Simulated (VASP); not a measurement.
A run of VASP 6.6.1:

The input INCAR:

```
PREC = Accurate
ENCUT = 520
EDIFF = 1E-6
ISMEAR = 0
SIGMA = 0.15
LREAL = False
LASPH = True
NELM = 60
ALGO = Fast
ISIF = 2
LWAVE = False
LCHARG = True
LELF = True
LVHAR = True
NBANDS = 21
```

KPOINTS

```
regular mesh
0
Gamma
  16 16 16
```

The input POSCAR:

```
InRh
1.0
    3.1960000000      0.0000000000      0.0000000000
    0.0000000000      3.1960000000      0.0000000000
    0.0000000000      0.0000000000      3.1960000000
In Rh
1 1
Direct
    0.5000000000      0.5234668335      0.5000000000
    0.0000000000      0.0000000000      0.0000000000
```

Potentials or basis: VASP PAW LDA potentials, release 64 (In_d, Rh_pv).

Command:

```sh
$ cat potpaw_LDA.64/In_d/POTCAR potpaw_LDA.64/Rh_pv/POTCAR > POTCAR
$ mpirun -np 1 vasp_std > vasp.out
```

Hardware: 1 thread of Intel Xeon 8259CL, with other jobs on the host.

Problem. How long does it take, and how much memory?

Solution. It took 4.5 min on 1 thread of Intel Xeon 8259CL, on a shared host, peak memory 0.36 GiB. Counts: scf iterations 16, k points 405.
